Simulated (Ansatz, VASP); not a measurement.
## LiF in VASP and in Ansatz

File INCAR:

```
SYSTEM = LiF
PREC = Accurate ; ENCUT = 520
EDIFF = 1E-6 ; ISMEAR = 0
SIGMA = 0.05 ; LREAL = .FALSE.
LASPH = .TRUE. ; NELM = 100
ALGO = Normal ; ISIF = 2
LWAVE = .FALSE. ; LCHARG = .FALSE.
GGA = CA ; NBANDS = 18
```

KPOINTS

```
Automatic mesh
0
G
  9 9 6
  0 0 0
```

File POSCAR:

```
LiF
1.0
    3.0150257202      0.0000000000      0.0000000000
   -1.5075128601      2.6110888668      0.0000000000
    0.0000000000      0.0000000000      4.8794344385
Li F
2 2
Direct
    0.3333333333      0.6666666667      0.3811542600
    0.6666666667      0.3333333333      0.8811542600
    0.3333333333      0.6666666667      0.9938437400
    0.6666666667      0.3333333333      0.4938437400
```

Input for Ansatz:

```yaml
crystal:
  lattice:
    - [3.0150257202, 0.0, 0.0]
    - [-1.5075128601, 2.6110888668, 0.0]
    - [0.0, 0.0, 4.8794344385]
  atoms:
    - { symbol: Li, position: [0.3333333333, 0.6666666667, 0.38115426] }
    - { symbol: Li, position: [0.6666666667, 0.3333333333, 0.88115426] }
    - { symbol: F, position: [0.3333333333, 0.6666666667, 0.99384374] }
    - { symbol: F, position: [0.6666666667, 0.3333333333, 0.49384374] }
basis:
  ecutwfc: 420
kpoints:
  mp_grid: { grid: [9, 9, 6] }
hamiltonian:
  xc: lda
scf:
  occupations: { method: gaussian, width: 0.05 }
output:
  forces: true
  stress: true
  eigenvalues: true
```

Change from the starting cell: strain -0.015 along x and y, +0.015 along z, atoms carried along.

Alike in both runs: task single point; functional LDA; k mesh 9 × 9 × 6; occupations gaussian, width 0.05 eV; no spin polarisation.

```csv
,VASP,Ansatz
version,VASP 6.6.1,Ansatz 0.2.0
potentials or method,"VASP PAW LDA potentials, release 64 (Li_sv, F), cutoff 520 eV","scalar-relativistic, plane waves, PAW"
valence electrons in the cell,20,20
```

Ansatz gave:

* gap on the k mesh at the Fermi level (eV): 7.72
* least direct gap on the mesh (eV): 7.72
* rms of the force components (eV/Å): 0.064

Task: Which values does VASP return?

Result: gap on the k mesh at the Fermi level (eV): 7.70; least direct gap on the mesh (eV): 7.70; rms of the force components (eV/Å): 0.065.

LDA's correlation is that of Perdew and Zunger in VASP and of Perdew and Wang (1992) in Ansatz. Atom by atom the forces differ by 0.001 eV/Å (rms over components).

Noted on VASP's run: the cutoff is under 1.25 times that of the potentials, so the pressure is a little rough.
